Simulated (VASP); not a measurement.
# NbP (I4_1md) in VASP: single point with PBE

Aim: the single point of NbP with PBE.

Program: VASP 6.6.1. These are calculated values, not measurements. Logs are shortened: lines on timing, memory, paths and dates and some standing lists are left out, and cuts for length are marked.

## 1. The cell of the first run

The structure is tetragonal, space group I4_1md (No. 109). Conventional cell: a = 3.335 Å, b = 3.335 Å, c = 11.379 Å, α = 90.00°, β = 90.00°, γ = 90.00°. Nb (site symmetry 2mm) has 6 P at 2.53 to 2.54 Å and 8 Nb at 3.30 to 3.33 Å within 3.4 Å. P (site symmetry 2mm) has 6 Nb at 2.53 to 2.54 Å and 8 P at 3.30 to 3.33 Å within 3.4 Å.

## 2. Single point, PBE

POSCAR reads:

```
NbP
1.0
   -1.6675000000      1.6675000000      5.6895000000
    1.6675000000     -1.6675000000      5.6895000000
    1.6675000000      1.6675000000     -5.6895000000
Nb P
2 2
Direct
    0.7500662614      0.7500662614      0.0000000000
    0.5000662614      1.0000662614      0.5000000000
    0.3325623136      0.3325623136      0.0000000000
    0.0825623136      0.5825623136      0.5000000000
```

INCAR.step1 reads:

```
SYSTEM = NbP
  ALGO = Normal
  EDIFF = 1E-7
  ENCUT = 520
  GGA = PE
  ISIF = 2
  ISMEAR = 0
  LASPH = .TRUE.
  LCHARG = .TRUE.
  LMAXMIX = 4
  LREAL = .FALSE.
  LWAVE = .FALSE.
  NBANDS = 26
  NELM = 100
  PREC = Accurate
  SIGMA = 0.1
```

KPOINTS.step1 reads:

```
k-points
0
G
  18 18 18
  0 0 0
```

INCAR.step2 reads:

```
SYSTEM = NbP
  ALGO = Normal
  EDIFF = 1E-7
  ENCUT = 520
  GGA = PE
  ICHARG = 11
  ISIF = 2
  ISMEAR = -5
  LASPH = .TRUE.
  LCHARG = .FALSE.
  LMAXMIX = 4
  LORBIT = 10
  LREAL = .FALSE.
  LWAVE = .FALSE.
  NBANDS = 26
  NEDOS = 1001
  NELM = 100
  PREC = Accurate
  SIGMA = 0.1
```

KPOINTS.step2 reads:

```
k-points
0
G
  27 27 27
  0 0 0
```

Potentials or basis: VASP PAW PBE potentials, release 64 (Nb_sv, P).

The run is started by

```bash
$ cat potpaw_PBE.64/Nb_sv/POTCAR potpaw_PBE.64/P/POTCAR > POTCAR
$ cp INCAR.step1 INCAR
$ cp KPOINTS.step1 KPOINTS
$ mpirun -np 1 vasp_std > vasp.out
$ cp INCAR.step2 INCAR
$ cp KPOINTS.step2 KPOINTS
$ mpirun -np 1 vasp_std > vasp.out
```

OUTCAR:

```text
SYSTEM = NbP
   EDIFF = 1E-7
   ENCUT = 520
   GGA = PE
   ICHARG = 11
   ISIF = 2
   ISMEAR = -5
   LASPH = .TRUE.
   LORBIT = 10
   LREAL = .FALSE.
   NELM = 100
   PREC = Accurate

 ion  position               nearest neighbor table
   1  0.750  0.750  0.000-   4 2.53   4 2.53   3 2.54   3 2.54   3 2.54   3 2.54
   2  0.500  0.000  0.500-   3 2.53   3 2.53   4 2.54   4 2.54   4 2.54   4 2.54
   3  0.333  0.333  0.000-   2 2.53   2 2.53   1 2.54   1 2.54   1 2.54   1 2.54
   4  0.083  0.583  0.500-   1 2.53   1 2.53   2 2.54   2 2.54   2 2.54   2 2.54

  LATTYP: Found a body centered tetragonal cell.
 ALAT       =     3.3350000000
 C/A-ratio  =     3.4119940030

  Lattice vectors:

 A1 = (  -1.6675000000,   1.6675000000,   5.6895000000)
 A2 = (   1.6675000000,  -1.6675000000,   5.6895000000)
 A3 = (   1.6675000000,   1.6675000000,  -5.6895000000)

Analysis of symmetry for initial positions (statically):
=====================================================================
 Subroutine PRICEL returns:
 Original cell was already a primitive cell.

 Routine SETGRP: Setting up the symmetry group for a
 body centered tetragonal supercell.

 Subroutine GETGRP returns: Found  8 space group operations
 (whereof  4 operations were pure point group operations)
 out of a pool of 16 trial point group operations.

The static configuration has the point symmetry C_2v.
 The point group associated with its full space group is C_4v.

Analysis of symmetry for dynamics (positions and initial velocities):
=====================================================================
 Subroutine PRICEL returns:
 Original cell was already a primitive cell.

 Routine SETGRP: Setting up the symmetry group for a
 body centered tetragonal supercell.

 Subroutine GETGRP returns: Found  8 space group operations
 (whereof  4 operations were pure point group operations)
 out of a pool of 16 trial point group operations.

The dynamic configuration has the point symmetry C_2v.
 The point group associated with its full space group is C_4v.

 Subroutine INISYM returns: Found  8 space group operations
 (whereof  4 operations are pure point group operations),
 and found     1 'primitive' translations

----------------------------------------------------------------------------------------

                                     Primitive cell

  volume of cell :      63.2799

  direct lattice vectors                    reciprocal lattice vectors
    -1.667500000  1.667500000  5.689500000     0.000000000  0.299850075  0.087881185
     1.667500000 -1.667500000  5.689500000     0.299850075  0.000000000  0.087881185
     1.667500000  1.667500000 -5.689500000     0.299850075  0.299850075  0.000000000

  length of vectors
     6.158857260  6.158857260  6.158857260     0.312463070  0.312463070  0.424052043

  position of ions in fractional coordinates (direct lattice)
     0.750066261  0.750066261  0.000000000
     0.500066261  0.000066261  0.500000000
     0.332562314  0.332562314  0.000000000
     0.082562314  0.582562314  0.500000000

  ion indices of the primitive-cell ions
   primitive index   ion index
                 1           1
                 2           2
                 3           3
                 4           4

----------------------------------------------------------------------------------------

 KPOINTS: k-points

Automatic generation of k-mesh.
 Grid dimensions read from file:
 generate k-points for:   27   27   27

 Generating k-lattice:

  Cartesian coordinates                     Fractional coordinates (reciprocal lattice)
     0.000000000  0.011105558  0.003254859     0.037037037 -0.000000000  0.000000000
     0.011105558  0.000000000  0.003254859    -0.000000000  0.037037037  0.000000000
     0.011105558  0.011105558  0.000000000     0.000000000  0.000000000  0.037037037

  Length of vectors
     0.011572706  0.011572706  0.015705631

  Shift w.r.t. Gamma in fractional coordinates (k-lattice)
     0.000000000  0.000000000  0.000000000

 TETIRR: Found  24933 inequivalent tetrahedra from   118098

 Subroutine IBZKPT returns following result:
 ===========================================

 Found   1470 irreducible k-points:

 Following reciprocal coordinates:
            Coordinates               Weight
  0.000000  0.000000  0.000000      1.000000
  0.037037 -0.000000  0.000000      8.000000
  0.074074 -0.000000  0.000000      8.000000
  0.111111 -0.000000  0.000000      8.000000
  0.148148 -0.000000  0.000000      8.000000
  0.185185  0.000000  0.000000      8.000000
[... 16 lines left out ...]
  0.333333  0.037037 -0.000000     16.000000
  0.370370  0.037037  0.000000     16.000000
 [... further k-points ...]
   k-points           NKPTS =   1470   k-points in BZ     NKDIM =   1470   number of bands    NBANDS=     26
   number of dos      NEDOS =   1001   number of ions     NIONS =      4
   total plane-waves  NPLWV = 110592
   dimension x,y,z NGX =    48 NGY =   48 NGZ =   48
   dimension x,y,z NGXF=    96 NGYF=   96 NGZF=   96
   ions per type =               2   2
   NGX,Y,Z   is equivalent  to a cutoff of  12.96, 12.96, 12.96 a.u.
   NGXF,Y,Z  is equivalent  to a cutoff of  25.91, 25.91, 25.91 a.u.
 SYSTEM =  NbP
   PREC   = accura    normal or accurate (medium, high low for compatibility)
   ISTART =      0    job   : 0-new  1-cont  2-samecut
   ICHARG =     11    charge: 1-file 2-atom 10-const
   ISPIN  =      1    spin polarized calculation?
   LNONCOLLINEAR =      F non collinear calculations
   LSORBIT =      F    spin-orbit coupling
   LASPH  =      T    aspherical Exc in radial PAW
   ENCUT  =  520.0 eV  38.22 Ry    6.18 a.u.  11.45 11.45 11.45*2*pi/ulx,y,z
   NELM   =    100;   NELMIN=  2; NELMDL=  0     # of ELM steps
   EDIFF  = 0.1E-06   stopping-criterion for ELM
   LREAL  =      F    real-space projection
   EDIFFG = 0.1E-05   stopping-criterion for IOM
   NSW    =      0    number of steps for IOM
   IBRION =     -1    ionic relax: 0-MD 1-quasi-New 2-CG
   NFREE  =      0    steps in history (QN), initial steepest desc. (CG)
   ISIF   =      2    stress and relaxation
   ISYM   =      2    0-nonsym 1-usesym 2-fastsym
   POTIM  = 0.5000    time-step for ionic-motion
   TEBEG  =    0.0;   TEEND  =   0.0 temperature during run
   PSTRESS=    0.0 pullay stress
   NELECT =      36.0000    total number of electrons
   NUPDOWN=      -1.0000    fix difference up-down
   EMIN   =  10.00;   EMAX   =-10.00  energy-range for DOS
   EFERMI =   0.00;   METHOD = LEGACY
   ISMEAR =    -5;   SIGMA  =   0.10  broadening in eV -4-tet -1-fermi 0-gaus
   EFERMI_NEDOS =   21; number of points for ismear=-14 and -15
   IALGO  =     38    algorithm
   IMIX   =      4    mixing-type and parameters
     AMIX     =   0.40;   BMIX     =  1.00
     AMIX_MAG =   1.60;   BMIX_MAG =  1.00
  volume/ion in A,a.u.               =      15.82       106.76
  Fermi-wavevector in a.u.,A,eV,Ry     =   1.356502  2.563417 25.036045  1.840097
  Thomas-Fermi vector in A             =   2.483500
   LORBIT       =     10    0 simple, 1 ext, 2 COOP (PROOUT), +10 PAW based schemes
   GGA     = PE    functional components
   LHFCALC =     F    Hartree Fock is set to
   AEXX    =    0.0000 exact exchange contribution
   IVDW    =     0    specifies the selected vdW correction
   LEPSILON=     F    determine dielectric tensor
   LRPA    =     F    only Hartree local field effects (RPA)
 non-spin polarized calculation
 Fermi weights with tetrahedron method with Bloechl corrections
  energy-cutoff  :      520.00
  volume of cell :       63.28
 maximum number of plane-waves:      1723
 NGX is ok and might be reduce to    48

 number of electron      36.0000000 magnetization

 Free energy of the ion-electron system (eV)
  ---------------------------------------------------
  ext. energy  EPLUGINS =         0.00000000
  ---------------------------------------------------
  free energy    TOTEN  =       -35.31805279 eV

  energy without entropy =      -35.31805279  energy(sigma->0) =      -35.31805279

 E-fermi :  10.8183     XC(G=0): -12.0759

 val. band max:       10.8770029865   @ k =  -0.2963   0.4815   0.2963
 cond. band min:      10.7837128575   @ k =  -0.1111   0.4074   0.1111
 fundamental gap:     -0.0932901290
 Fermi energy:        10.8182943214

 k-point     1 :       0.0000    0.0000    0.0000
  band No.  band energies     occupation
      1     -44.1025      2.00000
      2     -44.0615      2.00000
      3     -20.3870      2.00000
      4     -20.1703      2.00000
      5     -20.1703      2.00000
      6     -20.0234      2.00000
[... 18 lines left out ...]
     25      14.9348      0.00000
     26      14.9350      0.00000

 k-point     2 :       0.0370   -0.0000    0.0000
  band No.  band energies     occupation
      1     -44.1021      2.00000
      2     -44.0614      2.00000
      3     -20.3856      2.00000
      4     -20.1743      2.00000
      5     -20.1700      2.00000
      6     -20.0274      2.00000
[... 18 lines left out ...]
     25      14.9179      0.00000
     26      15.0075      0.00000

 k-point     3 :       0.0741   -0.0000    0.0000
  band No.  band energies     occupation
      1     -44.1011      2.00000
      2     -44.0610      2.00000
      3     -20.3816      2.00000
      4     -20.1859      2.00000
      5     -20.1691      2.00000
      6     -20.0390      2.00000
[... 572 lines left out ...]
 k-point    23 :       0.3333    0.0370   -0.0000
  band No.  band energies     occupation
      1     -44.0808      2.00000
      2     -44.0551      2.00000
      3     -20.4099      2.00000
      4     -20.2888      2.00000
      5     -20.2006      2.00000
      6     -20.1568      2.00000
[... 18 lines left out ...]
     25      15.4983      0.00000
     26      17.0877      0.00000

 k-point    24 :       0.3704    0.0370    0.0000
  band No.  band energies     occupation
      1     -44.0780      2.00000
      2     -44.0546      2.00000
      3     -20.4346      2.00000
      4     -20.2926      2.00000
      5     -20.2076      2.00000
      6     -20.1545      2.00000
[... 18 lines left out ...]
     25      15.4446      0.00000
     26      17.1198      0.00000

 [... further k-points ...]

------------------------ aborting loop because EDIFF is reached ----------------------------------------

  FORCE on cell =-STRESS in cart. coord.  units (eV):
  Direction    XX          YY          ZZ          XY          YZ          ZX
  --------------------------------------------------------------------------------------
  -------------------------------------------------------------------------------------
  Total        0.7305246      0.7305246      0.6645001      0.0000000      0.0000000      0.0000000
  in kB       18.4960786     18.4960786     16.8244116      0.0000000      0.0000000      0.0000000
  external PRESSURE =      17.9388563 kB  Pullay stress =       0.0000000 kB

 VOLUME and BASIS-vectors are now :
 -----------------------------------------------------------------------------
  energy-cutoff  :      520.00
  volume of cell :       63.28
      direct lattice vectors                 reciprocal lattice vectors
    -1.667500000  1.667500000  5.689500000     0.000000000  0.299850075  0.087881185
     1.667500000 -1.667500000  5.689500000     0.299850075  0.000000000  0.087881185
     1.667500000  1.667500000 -5.689500000     0.299850075  0.299850075  0.000000000

 POSITION                                       TOTAL-FORCE (eV/Angst)
 -----------------------------------------------------------------------------------
      0.00000      0.00000      8.53500         0.000000     -0.000000      0.002403
      0.00000      1.66750      0.00075        -0.000000      0.000000      0.002403
      0.00000      0.00000      3.78423         0.000000     -0.000000     -0.002403
      1.66750      0.00000      0.93948        -0.000000      0.000000     -0.002403
 -----------------------------------------------------------------------------------
    total drift:                                0.000000      0.000000     -0.000483

  FREE ENERGIE OF THE ION-ELECTRON SYSTEM (eV)
  ---------------------------------------------------
  free  energy   TOTEN  =       -35.3180527915 eV

  energy  without entropy=      -35.3180527915  energy(sigma->0) =      -35.31805279

 total charge

# of ion       s       p       d       tot
------------------------------------------
    1        2.158   6.032   2.475  10.664
    2        2.158   6.032   2.475  10.664
    3        1.022   1.538   0.000   2.560
    4        1.022   1.538   0.000   2.560
--------------------------------------------------
tot          6.358  15.141   4.949  26.448
```

Run time: 1.9 h. Hardware: 1 thread of Intel Xeon Platinum 8259CL at 2.50GHz (Skylake/Cascade Lake), shared host; peak memory 1.9 GiB.

Results:

```
Valence electrons inside the program's atomic spheres : Nb 10.66; P 2.56
```

Levels at points of the mesh, in eV from the Fermi level:
| k point | band 14 | band 15 | band 16 | band 17 | band 18 | band 19 | band 20 | band 21 | band 22 | band 23 |
| --- | --- | --- | --- | --- | --- | --- | --- | --- | --- | --- |
| (0.00, 0.00, 0.00) | -2.28 | -2.19 | -1.74 | -1.39 | -1.39 | 0.80 | 1.60 | 2.70 | 3.17 | 3.17 |
